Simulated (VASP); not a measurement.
Pt: relaxation of cell and atoms with PBE

The system is Pt.

```
Pt
1.0
     2.53562    0.00000    0.00000
     0.00000    2.53562    0.00000
     0.00000    0.00000    2.53562
Pt
1
Cartesian
  0.0000 0.0000 0.0000
```

```json
{"Program": "VASP 6.6.1", "Task": "relaxation of cell and atoms", "Functional": "PBE", "Potentials or basis": "VASP PAW PBE potentials, release 64 (Pt)", "Cutoff": "600 eV", "k mesh": "12 × 12 × 12", "Occupations": "fermi-dirac, width 0.05 eV", "Spin": "collinear spin, ferromagnetic start", "Starting moments": "[1.0] μB", "Dipole correction": "no", "Further INCAR settings": "ALGO = Normal; EDIFF = 1e-06; IBRION = 2; EDIFFG = -0.01; NSW = 80; ISIF = 3"}
```

| Property | Result |
| --- | --- |
| Relaxed volume | 18.03 Å³/atom |
| Relaxed cell | a = 2.622 Å, b = 2.622 Å, c = 2.622 Å, α = 90.00°, β = 90.00°, γ = 90.00° |
| Space group after relaxing (to 0.05 Å) | Pm-3m (No. 221) |
| Energy gained by relaxing | 120.4 meV/atom |
| Ionic steps | 5 |
| Pressure after relaxing | 0.1 GPa |
| Band gap on the k mesh | zero (filled and empty bands overlap) |
| Net moment | 0.00 μB per cell |
| Valence electrons inside the program's atomic spheres | Pt 9.21 |

Step by step:
| step | energy change (eV) | largest force (eV/Å) | pressure (GPa) | volume (Å³) |
| --- | --- | --- | --- | --- |
| 1 | 0.0000 | 0.0000 | 24.69 | 16.30 |
| 2 | 0.3480 | 0.0000 | -23.06 | 22.98 |
| 3 | -0.1195 | 0.0000 | -1.67 | 18.20 |
| 4 | -0.1203 | 0.0000 | -0.32 | 18.06 |
| 5 | -0.1204 | 0.0000 | 0.06 | 18.03 |

Final structure:
```xyz
1
Lattice="2.6221 0.0000 0.0000 0.0000 2.6221 0.0000 0.0000 0.0000 2.6221" Properties=species:S:1:pos:R:3 pbc="T T T"
Pt    0.0000    0.0000    0.0000
```

Levels at points of the mesh, in eV from the Fermi level:
Spin up:
| k point | band 3 | band 4 | band 5 | band 6 | band 7 | band 8 |
| --- | --- | --- | --- | --- | --- | --- |
| (0.00, 0.00, 0.00) | -5.57 | 0.34 | 0.34 | 0.34 | 15.24 | 15.24 |
| (0.50, 0.00, 0.00) | -1.79 | -1.79 | -0.42 | 0.55 | 4.49 | 16.56 |
| (0.50, 0.50, 0.00) | -1.40 | -1.40 | 1.96 | 4.54 | 4.54 | 9.54 |
| (0.50, 0.50, 0.50) | -4.74 | 2.10 | 2.10 | 10.05 | 10.05 | 10.05 |
Spin down:
```tsv
k point	band 1	band 2	band 3	band 4	band 5	band 6	band 7	band 8	band 9	band 10
(0.00, 0.00, 0.00)	-8.34	-5.57	-5.57	0.34	0.34	0.34	15.24	15.24	15.24	20.95
(0.50, 0.00, 0.00)	-5.73	-5.00	-1.79	-1.79	-0.42	0.55	4.49	16.56	19.57	21.05
(0.50, 0.50, 0.00)	-5.73	-4.55	-1.40	-1.40	1.96	4.54	4.54	9.54	13.44	21.43
(0.50, 0.50, 0.50)	-4.74	-4.74	-4.74	2.10	2.10	10.05	10.05	10.05	10.05	16.58
```

Run time: 54 s on 1 thread of AMD EPYC 9R45 (Zen 5), with other jobs on the host, peak memory 0.13 GiB.

Caveat: spin-orbit coupling is left out, which moves the levels of the heavy elements.
